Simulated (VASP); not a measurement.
Li4LuBi2Cl: single point with r2SCAN

Crystal: Li4LuBi2Cl.

```
CELL_PARAMETERS angstrom
3.97622 0.00000 0.00000
0.00000 3.97622 0.00000
0.00000 0.00000 9.21045
ATOMIC_POSITIONS crystal
Cl 0.00000 0.00000 0.50000
Lu 0.00000 0.00000 0.00000
Li 0.50000 0.00000 0.84800
Li 0.00000 0.50000 0.84800
Li 0.50000 0.00000 0.15200
Li 0.00000 0.50000 0.15200
Bi 0.50000 0.50000 0.71930
Bi 0.50000 0.50000 0.28070
```

- Program: VASP 6.6.1
- Task: single point
- Functional: r2SCAN
- Potentials or basis: VASP PAW PBE potentials, release 64 (Cl, Lu, Li_sv, Bi_d)
- Cutoff: 520 eV
- k mesh: 5 × 5 × 2
- Occupations: fermi-dirac, width 0.1 eV
- Spin: no spin polarisation

```json
{
  "Largest force": "2.452 eV/Å",
  "Band gap on the k mesh": "zero (band 37 reaches 4.49 eV, above the bottom of band 38 at 4.03 eV)"
}
```

Forces in eV/Å, atoms in the order of the input:
```
Cl   0.000  0.000  0.000
Lu   0.000  0.000  0.000
Li   0.000  0.000 -0.133
Li   0.000  0.000 -0.133
Li   0.000  0.000  0.133
Li   0.000  0.000  0.133
Bi   0.000  0.000 -2.452
Bi   0.000  0.000  2.452
```

Levels at points of the mesh, in eV from the Fermi level:
| k point | band 33 | band 34 | band 35 | band 36 | band 37 | band 38 | band 39 | band 40 | band 41 | band 42 |
| --- | --- | --- | --- | --- | --- | --- | --- | --- | --- | --- |
| (0.00, 0.00, 0.00) | -0.90 | -0.90 | -0.16 | 0.08 | 0.12 | 0.12 | 0.52 | 1.94 | 3.26 | 3.26 |
| (0.00, 0.00, 0.50) | -1.05 | -0.53 | -0.53 | -0.28 | -0.28 | -0.16 | 0.80 | 3.25 | 3.42 | 3.42 |

It took 8.6 min on 1 thread of AMD EPYC 7R43 64-Core Processor (Zen 3), with other jobs on the host, peak memory 0.27 GiB.

Caveat: the PAW data sets were made with another functional, which shifts forces and pressure a little; spin-orbit coupling is left out, which moves the levels of the heavy elements.
